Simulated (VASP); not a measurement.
# LaHg (Pm-3m) in VASP: a series of runs

Runs on LaHg. Level: LDA. Tasks: electric field gradients.

All numbers are computed with VASP 6.6.1; they aren't measurements. Logs are shortened: lines on timing, memory, paths and dates and some standing lists are left out, and cuts for length are marked.

## Step 1: The cell of the first run

The structure is cubic, space group Pm-3m (No. 221). The conventional cell has a = 3.785 Å, b = 3.785 Å, c = 3.785 Å, α = 90.00°, β = 90.00°, γ = 90.00°. La (site symmetry m-3m) has 8 Hg at 3.28 Å and 6 La at 3.79 Å within 4.3 Å. Within 4.3 Å of Hg (site symmetry m-3m) lie 8 La at 3.28 Å and 6 Hg at 3.79 Å.

## Step 2: Electric field gradients, LDA (volume scaled by 0.96)

File INCAR:

```
SYSTEM = LaHg
  ALGO = Normal
  EDIFF = 1E-8
  ENCUT = 400
  GGA_COMPAT = .False.
  ISIF = 2
  ISMEAR = -1
  LASPH = .True.
  LCHARG = .False.
  LEFG = .True.
  LMAXMIX = 6
  LREAL = .False.
  LWAVE = .False.
  NBANDS = 18
  NELM = 200
  PREC = Accurate
  SIGMA = 0.08
```

File KPOINTS:

```
k-points
0
Gamma
  11 11 11
  0 0 0
```

File POSCAR:

```
LaHg
1.0
    3.7851422917      0.0000000000      0.0000000000
    0.0000000000      3.7851422917      0.0000000000
    0.0000000000      0.0000000000      3.7851422917
La Hg
1 1
Direct
    0.5000000000      0.5000000000      0.5000000000
    0.0000000000      0.0000000000      0.0000000000
```

Potentials or basis: VASP PAW LDA potentials, release 64 (La, Hg).

On the command line:

```console
$ cat potpaw_LDA.64/La/POTCAR potpaw_LDA.64/Hg/POTCAR > POTCAR
$ mpirun -np 1 vasp_std > vasp.out
```

OUTCAR:

```text
SYSTEM = LaHg
   EDIFF = 1E-8
   ENCUT = 400
   ISIF = 2
   ISMEAR = -1
   LASPH = .True.
   LREAL = .False.
   NELM = 200
   PREC = Accurate

 ion  position               nearest neighbor table
   1  0.500  0.500  0.500-   2 3.28   2 3.28   2 3.28   2 3.28   2 3.28   2 3.28   2 3.28   2 3.28

   2  0.000  0.000  0.000-   1 3.28   1 3.28   1 3.28   1 3.28   1 3.28   1 3.28   1 3.28   1 3.28

  LATTYP: Found a simple cubic cell.
 ALAT       =     3.7851422917

  Lattice vectors:

 A1 = (   3.7851422917,   0.0000000000,   0.0000000000)
 A2 = (   0.0000000000,   3.7851422917,   0.0000000000)
 A3 = (   0.0000000000,   0.0000000000,   3.7851422917)

Analysis of symmetry for initial positions (statically):
=====================================================================
 Subroutine PRICEL returns:
 Original cell was already a primitive cell.

 Routine SETGRP: Setting up the symmetry group for a
 simple cubic supercell.

 Subroutine GETGRP returns: Found 48 space group operations
 (whereof 48 operations were pure point group operations)
 out of a pool of 48 trial point group operations.

The static configuration has the point symmetry O_h .

Analysis of symmetry for dynamics (positions and initial velocities):
=====================================================================
 Subroutine PRICEL returns:
 Original cell was already a primitive cell.

 Routine SETGRP: Setting up the symmetry group for a
 simple cubic supercell.

 Subroutine GETGRP returns: Found 48 space group operations
 (whereof 48 operations were pure point group operations)
 out of a pool of 48 trial point group operations.

The dynamic configuration has the point symmetry O_h .

 Subroutine INISYM returns: Found 48 space group operations
 (whereof 48 operations are pure point group operations),
 and found     1 'primitive' translations

----------------------------------------------------------------------------------------

                                     Primitive cell

  volume of cell :      54.2309

  direct lattice vectors                    reciprocal lattice vectors
     3.785142292  0.000000000  0.000000000     0.264190861  0.000000000  0.000000000
     0.000000000  3.785142292  0.000000000     0.000000000  0.264190861  0.000000000
     0.000000000  0.000000000  3.785142292     0.000000000  0.000000000  0.264190861

  length of vectors
     3.785142292  3.785142292  3.785142292     0.264190861  0.264190861  0.264190861

  position of ions in fractional coordinates (direct lattice)
     0.500000000  0.500000000  0.500000000
     0.000000000  0.000000000  0.000000000

  ion indices of the primitive-cell ions
   primitive index   ion index
                 1           1
                 2           2

----------------------------------------------------------------------------------------

 KPOINTS: k-points

Automatic generation of k-mesh.
 Grid dimensions read from file:
 generate k-points for:   11   11   11

 Generating k-lattice:

  Cartesian coordinates                     Fractional coordinates (reciprocal lattice)
     0.024017351  0.000000000  0.000000000     0.090909091  0.000000000  0.000000000
     0.000000000  0.024017351  0.000000000     0.000000000  0.090909091  0.000000000
     0.000000000  0.000000000  0.024017351     0.000000000  0.000000000  0.090909091

  Length of vectors
     0.024017351  0.024017351  0.024017351

  Shift w.r.t. Gamma in fractional coordinates (k-lattice)
     0.000000000  0.000000000  0.000000000

 Subroutine IBZKPT returns following result:
 ===========================================

 Found     56 irreducible k-points:

 Following reciprocal coordinates:
            Coordinates               Weight
  0.000000  0.000000  0.000000      1.000000
  0.090909  0.000000  0.000000      6.000000
  0.181818  0.000000  0.000000      6.000000
  0.272727  0.000000  0.000000      6.000000
  0.363636  0.000000  0.000000      6.000000
  0.454545  0.000000  0.000000      6.000000
[... 16 lines left out ...]
  0.181818  0.090909  0.090909     24.000000
  0.272727  0.090909  0.090909     24.000000
 [... further k-points ...]
   k-points           NKPTS =     56   k-points in BZ     NKDIM =     56   number of bands    NBANDS=     18
   number of dos      NEDOS =    301   number of ions     NIONS =      2
   total plane-waves  NPLWV =  21952
   dimension x,y,z NGX =    28 NGY =   28 NGZ =   28
   dimension x,y,z NGXF=    56 NGYF=   56 NGZF=   56
   ions per type =               1   1
   NGX,Y,Z   is equivalent  to a cutoff of  12.30, 12.30, 12.30 a.u.
   NGXF,Y,Z  is equivalent  to a cutoff of  24.60, 24.60, 24.60 a.u.
 SYSTEM =  LaHg
   PREC   = accura    normal or accurate (medium, high low for compatibility)
   ISTART =      0    job   : 0-new  1-cont  2-samecut
   ICHARG =      2    charge: 1-file 2-atom 10-const
   ISPIN  =      1    spin polarized calculation?
   LNONCOLLINEAR =      F non collinear calculations
   LSORBIT =      F    spin-orbit coupling
   LASPH  =      T    aspherical Exc in radial PAW
   ENCUT  =  400.0 eV  29.40 Ry    5.42 a.u.   6.17  6.17  6.17*2*pi/ulx,y,z
   NELM   =    200;   NELMIN=  2; NELMDL= -5     # of ELM steps
   EDIFF  = 0.1E-07   stopping-criterion for ELM
   LREAL  =      F    real-space projection
   EDIFFG = 0.1E-06   stopping-criterion for IOM
   NSW    =      0    number of steps for IOM
   IBRION =     -1    ionic relax: 0-MD 1-quasi-New 2-CG
   NFREE  =      0    steps in history (QN), initial steepest desc. (CG)
   ISIF   =      2    stress and relaxation
   ISYM   =      2    0-nonsym 1-usesym 2-fastsym
   POTIM  = 0.5000    time-step for ionic-motion
   TEBEG  =    0.0;   TEEND  =   0.0 temperature during run
   PSTRESS=    0.0 pullay stress
   NELECT =      23.0000    total number of electrons
   NUPDOWN=      -1.0000    fix difference up-down
   EMIN   =  10.00;   EMAX   =-10.00  energy-range for DOS
   EFERMI =   0.00;   METHOD = LEGACY
   ISMEAR =    -1;   SIGMA  =   0.08  broadening in eV -4-tet -1-fermi 0-gaus
   EFERMI_NEDOS =   21; number of points for ismear=-14 and -15
   IALGO  =     38    algorithm
   IMIX   =      4    mixing-type and parameters
     AMIX     =   0.40;   BMIX     =  1.00
     AMIX_MAG =   1.60;   BMIX_MAG =  1.00
  volume/ion in A,a.u.               =      27.12       182.98
  Fermi-wavevector in a.u.,A,eV,Ry     =   1.229991  2.324346 20.583950  1.512878
  Thomas-Fermi vector in A             =   2.364857
   LORBIT       =      0    0 simple, 1 ext, 2 COOP (PROOUT), +10 PAW based schemes
   GGA     = CA    functional components
   LHFCALC =     F    Hartree Fock is set to
   AEXX    =    0.0000 exact exchange contribution
   IVDW    =     0    specifies the selected vdW correction
   LEPSILON=     F    determine dielectric tensor
   LRPA    =     F    only Hartree local field effects (RPA)
 non-spin polarized calculation
  energy-cutoff  :      400.00
  volume of cell :       54.23
 maximum number of plane-waves:      1021
 NGX is ok and might be reduce to    28
   NGX = 13   NGY = 13   NGZ = 13

 number of electron      23.0000002 magnetization

 Free energy of the ion-electron system (eV)
  ---------------------------------------------------
  ext. energy  EPLUGINS =         0.00000000
  ---------------------------------------------------
  free energy    TOTEN  =        -7.69703648 eV

  energy without entropy =       -7.64177681  energy(sigma->0) =       -7.66940665

 E-fermi :   7.0108     XC(G=0): -10.8458

 val. band max:        7.0089384030   @ k =   0.4545   0.3636   0.3636
 cond. band min:       7.0179673706   @ k =   0.3636   0.0909   0.0909
 fundamental gap:      0.0090289677
 Fermi energy:         7.0107779594

 k-point     1 :       0.0000    0.0000    0.0000
  band No.  band energies     occupation
      1     -25.8361      2.00000
      2      -9.2824      2.00000
      3      -9.2824      2.00000
      4      -9.2824      2.00000
      5      -0.8034      2.00000
      6      -0.8034      2.00000
[... 10 lines left out ...]
     17       8.5844      0.00000
     18       8.5844      0.00000

 k-point     2 :       0.0909    0.0000    0.0000
  band No.  band energies     occupation
      1     -25.8309      2.00000
      2      -9.3576      2.00000
      3      -9.2787      2.00000
      4      -9.2787      2.00000
      5      -0.7929      2.00000
      6      -0.7570      2.00000
[... 10 lines left out ...]
     17       8.5949      0.00000
     18       8.5951      0.00000
[... 442 lines left out ...]
 k-point    24 :       0.2727    0.0909    0.0909
  band No.  band energies     occupation
      1     -25.7888      2.00000
      2      -9.7701      2.00000
      3      -9.3174      2.00000
      4      -9.3108      2.00000
      5      -0.6701      2.00000
      6      -0.4554      2.00000
[... 10 lines left out ...]
     17       8.6800      0.00000
     18       8.6893      0.00000

 [... further k-points ...]
[... 5 lines left out ...]
  --------------------------------------------------------------------------------------
  -------------------------------------------------------------------------------------
  Total        0.2613841      0.2613841      0.2613841      0.0000000     -0.0000000      0.0000000
  in kB        7.7222360      7.7222360      7.7222360      0.0000000     -0.0000000      0.0000000
  external PRESSURE =       7.7222360 kB  Pullay stress =       0.0000000 kB

 VOLUME and BASIS-vectors are now :
 -----------------------------------------------------------------------------
  energy-cutoff  :      400.00
  volume of cell :       54.23
      direct lattice vectors                 reciprocal lattice vectors
     3.785142292  0.000000000  0.000000000     0.264190861  0.000000000  0.000000000
     0.000000000  3.785142292  0.000000000     0.000000000  0.264190861  0.000000000
     0.000000000  0.000000000  3.785142292     0.000000000  0.000000000  0.264190861

 POSITION                                       TOTAL-FORCE (eV/Angst)
 -----------------------------------------------------------------------------------
      1.89257      1.89257      1.89257         0.000000      0.000000      0.000000
      0.00000      0.00000      0.00000         0.000000      0.000000      0.000000
 -----------------------------------------------------------------------------------
    total drift:                               -0.000000      0.000000      0.000000

  FREE ENERGIE OF THE ION-ELECTRON SYSTEM (eV)
  ---------------------------------------------------
  free  energy   TOTEN  =        -7.6970364771 eV

  energy  without entropy=       -7.6417768148  energy(sigma->0) =       -7.66940665

 Electric field gradients (V/A^2)
---------------------------------------------------------------------
 ion       V_xx      V_yy      V_zz      V_xy      V_xz      V_yz
---------------------------------------------------------------------
   1      -0.000     0.000    -0.000    -0.000     0.000     0.000
   2      -0.000    -0.000     0.000     0.000     0.000     0.000
---------------------------------------------------------------------

 Electric field gradients after diagonalization (V/A^2)
 (convention: |V_zz| > |V_xx| > |V_yy|)
----------------------------------------------------------------------
 ion       V_xx      V_yy      V_zz     asymmetry (V_yy - V_xx)/ V_zz
----------------------------------------------------------------------
   1      -0.000     0.000    -0.000      -0.655
   2      -0.000    -0.000     0.000       0.073
----------------------------------------------------------------------

           NMR quadrupolar parameters

 Cq : quadrupolar parameter    Cq=e*Q*V_zz/h
 eta: asymmetry parameters     (V_yy - V_xx)/ V_zz
 Q  : nuclear electric quadrupole moment in mb (millibarn)
----------------------------------------------------------------------
 ion       Cq(MHz)       eta       Q (mb)
----------------------------------------------------------------------
   1      -0.000      -0.655       1.000
   2       0.000       0.073       1.000
----------------------------------------------------------------------
```

Wall time 30 s (1 thread of Intel Xeon 6975P-C (Granite Rapids), shared host); peak memory 0.17 GiB.

What came out:

```
Free energy : -7.6970 eV
Pressure    : 0.8 GPa
```

Caveat: without QUAD_EFG the Cq values of the log hold for a quadrupole moment of 1 mb, not for the nuclei; spin-orbit coupling is left out, which moves the levels of the heavy elements.

## Step 3: Electric field gradients, LDA (volume scaled by 0.99)

File INCAR:

```
SYSTEM = LaHg
PREC     = Accurate       ! precision mode
ENCUT    = 400            ! plane-wave cutoff, eV
EDIFF    = 1E-8           ! SCF threshold, eV
ISMEAR   = -1             ! smearing method
SIGMA    = 0.08           ! smearing width, eV
LREAL    = .False.        ! projectors in reciprocal space
LASPH    = .True.         ! aspherical terms in the spheres
NELM     = 200            ! most SCF steps
ALGO     = Normal         ! electronic algorithm
ISIF     = 2              ! what is computed and relaxed
LWAVE    = .False.        ! write WAVECAR
LCHARG   = .False.        ! write CHGCAR
LEFG     = .True.       
NBANDS   = 18             ! bands
GGA_COMPAT= .False.      
LMAXMIX  = 6              ! l up to which the mixer works
```

File KPOINTS:

```
Automatic mesh
0
Gamma
  11 11 11
  0 0 0
```

File POSCAR:

```
LaHg
1.0
    3.8241671282      0.0000000000      0.0000000000
    0.0000000000      3.8241671282      0.0000000000
    0.0000000000      0.0000000000      3.8241671282
La Hg
1 1
Direct
    0.5000000000      0.5000000000      0.5000000000
    0.0000000000      0.0000000000      0.0000000000
```

Potentials or basis: VASP PAW LDA potentials, release 64 (La, Hg).

On the command line:

```console
$ cat potpaw_LDA.64/La/POTCAR potpaw_LDA.64/Hg/POTCAR > POTCAR
$ mpirun -np 1 vasp_std > vasp.out
```

OUTCAR:

```text
SYSTEM = LaHg
   PREC = Accurate
   ENCUT = 400
   EDIFF = 1E-8
   ISMEAR = -1
   LREAL = .False.
   LASPH = .True.
   NELM = 200
   ISIF = 2

 ion  position               nearest neighbor table
   1  0.500  0.500  0.500-   2 3.31   2 3.31   2 3.31   2 3.31   2 3.31   2 3.31   2 3.31   2 3.31

   2  0.000  0.000  0.000-   1 3.31   1 3.31   1 3.31   1 3.31   1 3.31   1 3.31   1 3.31   1 3.31

  LATTYP: Found a simple cubic cell.
 ALAT       =     3.8241671282

  Lattice vectors:

 A1 = (   3.8241671282,   0.0000000000,   0.0000000000)
 A2 = (   0.0000000000,   3.8241671282,   0.0000000000)
 A3 = (   0.0000000000,   0.0000000000,   3.8241671282)

Analysis of symmetry for initial positions (statically):
=====================================================================
 Subroutine PRICEL returns:
 Original cell was already a primitive cell.

 Routine SETGRP: Setting up the symmetry group for a
 simple cubic supercell.

 Subroutine GETGRP returns: Found 48 space group operations
 (whereof 48 operations were pure point group operations)
 out of a pool of 48 trial point group operations.

The static configuration has the point symmetry O_h .

Analysis of symmetry for dynamics (positions and initial velocities):
=====================================================================
 Subroutine PRICEL returns:
 Original cell was already a primitive cell.

 Routine SETGRP: Setting up the symmetry group for a
 simple cubic supercell.

 Subroutine GETGRP returns: Found 48 space group operations
 (whereof 48 operations were pure point group operations)
 out of a pool of 48 trial point group operations.

The dynamic configuration has the point symmetry O_h .
[... 150 lines left out ...]
 cond. band min:       6.7213902416   @ k =   0.4545   0.3636   0.0909
 fundamental gap:      0.0141628334
 Fermi energy:         6.7114871257

 k-point     1 :       0.0000    0.0000    0.0000
  band No.  band energies     occupation
      1     -26.1972      2.00000
      2      -9.6572      2.00000
      3      -9.6572      2.00000
      4      -9.6572      2.00000
      5      -0.9851      2.00000
      6      -0.9851      2.00000
[... 481 lines left out ...]
      5      -0.8621      2.00000
      6      -0.6659      2.00000
[... 10 lines left out ...]
     17       8.3007      0.00000
     18       8.3072      0.00000

 [... further k-points ...]
[... 5 lines left out ...]
  --------------------------------------------------------------------------------------
  -------------------------------------------------------------------------------------
  Total       -0.4044567     -0.4044567     -0.4044567     -0.0000000      0.0000000     -0.0000000
  in kB      -11.5870261    -11.5870261    -11.5870261     -0.0000000      0.0000000     -0.0000000
  external PRESSURE =     -11.5870261 kB  Pullay stress =       0.0000000 kB

 VOLUME and BASIS-vectors are now :
 -----------------------------------------------------------------------------
  energy-cutoff  :      400.00
  volume of cell :       55.93
      direct lattice vectors                 reciprocal lattice vectors
     3.824167128  0.000000000  0.000000000     0.261494847  0.000000000  0.000000000
     0.000000000  3.824167128  0.000000000     0.000000000  0.261494847  0.000000000
     0.000000000  0.000000000  3.824167128     0.000000000  0.000000000  0.261494847

 POSITION                                       TOTAL-FORCE (eV/Angst)
 -----------------------------------------------------------------------------------
      1.91208      1.91208      1.91208         0.000000      0.000000      0.000000
      0.00000      0.00000      0.00000         0.000000      0.000000      0.000000
 -----------------------------------------------------------------------------------
    total drift:                               -0.000000      0.000000      0.000000

  FREE ENERGIE OF THE ION-ELECTRON SYSTEM (eV)
  ---------------------------------------------------
  free  energy   TOTEN  =        -7.6953070664 eV

  energy  without entropy=       -7.6381483883  energy(sigma->0) =       -7.66672773

 Electric field gradients (V/A^2)
---------------------------------------------------------------------
 ion       V_xx      V_yy      V_zz      V_xy      V_xz      V_yz
---------------------------------------------------------------------
   1      -0.000    -0.000     0.000    -0.000     0.000    -0.000
   2       0.000     0.000     0.000    -0.000    -0.000     0.000
---------------------------------------------------------------------

 Electric field gradients after diagonalization (V/A^2)
 (convention: |V_zz| > |V_xx| > |V_yy|)
----------------------------------------------------------------------
 ion       V_xx      V_yy      V_zz     asymmetry (V_yy - V_xx)/ V_zz
----------------------------------------------------------------------
   1      -0.000     0.000    -0.000      -1.059
   2       0.000     0.000     0.000      -0.246
----------------------------------------------------------------------

           NMR quadrupolar parameters

 Cq : quadrupolar parameter    Cq=e*Q*V_zz/h
 eta: asymmetry parameters     (V_yy - V_xx)/ V_zz
 Q  : nuclear electric quadrupole moment in mb (millibarn)
----------------------------------------------------------------------
 ion       Cq(MHz)       eta       Q (mb)
----------------------------------------------------------------------
   1      -0.000      -1.059       1.000
   2       0.000      -0.246       1.000
----------------------------------------------------------------------
```

stdout:

```text
POSCAR found type information on POSCAR LaHg
 POSCAR found :  2 types and       2 ions
 scaLAPACK will be used
 LDA part: xc-table for (Slater(with rela. corr.)+CA(PZ))
 , standard interpolation
 POSCAR, INCAR and KPOINTS ok, starting setup
 FFT: planning ... GRIDC
 FFT: planning ... GRID_SOFT
 FFT: planning ... GRID
 WAVECAR not read
 entering main loop
ion   1

ion   2
```

It took 27 s on 1 thread of Intel Xeon 6975P-C (Granite Rapids), shared host; peak memory 0.18 GiB.

Results:

- Free energy: -7.6953 eV
- Pressure: -1.2 GPa

Caveat: without QUAD_EFG the Cq values of the log hold for a quadrupole moment of 1 mb, not for the nuclei; spin-orbit coupling is left out, which moves the levels of the heavy elements.

(Part 1 of 2 ends here.)
